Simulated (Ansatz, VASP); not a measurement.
# One calculation of P, two programs

File INCAR:

```
SYSTEM = P
PREC = Accurate
ENCUT = 520
EDIFF = 1E-6
ISMEAR = -1
SIGMA = 0.05
LREAL = .False.
LASPH = .True.
NELM = 80
ALGO = Normal
ISIF = 2
LWAVE = .False.
LCHARG = .False.
GGA = PE
NBANDS = 18
```

KPOINTS

```
regular mesh
0
Gamma
  11 11 8
  0 0 0
```

File POSCAR:

```
P
1.0
    1.6601582724     -5.6150920368      0.0000000000
    1.6601582724      5.6150920368      0.0000000000
    0.0000000000      0.0000000000      4.5441911093
P
4
Direct
    0.0944674488      0.9055325512      0.9141610962
    0.5944674488      0.4055325512      0.5858389038
    0.9055325512      0.0944674488      0.0858389038
    0.4055325512      0.5944674488      0.4141610962
```

Input for Ansatz:

```yaml
crystal:
  lattice:
    - [1.6601582724, -5.6150920368, 0.0]
    - [1.6601582724, 5.6150920368, 0.0]
    - [0.0, 0.0, 4.5441911093]
  atoms:
    - { symbol: P, position: [0.0944674488, 0.9055325512, 0.9141610962] }
    - { symbol: P, position: [0.5944674488, 0.4055325512, 0.5858389038] }
    - { symbol: P, position: [0.9055325512, 0.0944674488, 0.0858389038] }
    - { symbol: P, position: [0.4055325512, 0.5944674488, 0.4141610962] }
hamiltonian:
  xc: pbe
  pseudopotentials:
    kind: paw
    azcp:
      P: "pseudopotentials/P.paw.azcp"
basis:
  ecutwfc: 420
  fft_grid_basis: typed
kpoints:
  mp_grid: { grid: [11, 11, 8], shift: [0, 0, 0] }
magnetization:
  spin_polarized: false
scf:
  occupations: { method: fermi_dirac, width: 0.05 }
  lower_state_search: "off"
output:
  stress: true
  write_density: true
  write_potential: true
  elf: true
  volumetric_format: npy
```

Alike in both runs: task single point; functional PBE; k mesh 11 × 11 × 8; occupations fermi-dirac, width 0.05 eV; no spin polarisation.

|  | VASP | Ansatz |
| --- | --- | --- |
| version | VASP 6.6.1 | Ansatz 0.2.0 |
| potentials or method | VASP PAW PBE potentials, release 64 (P), cutoff 520 eV | plane waves (420 eV) with PAW, scalar-relativistic |
| valence electrons in the cell | 20 | 20 |

```csv
,VASP,Ansatz,Ansatz less VASP
pressure (GPa),-0.4,-0.1,+0.31
"traceless stress, the component that is largest in VASP (GPa)",-0.36,-0.37,-0.010
```

With one functional, cell and mesh, what is left measures potentials, basis and numerics.
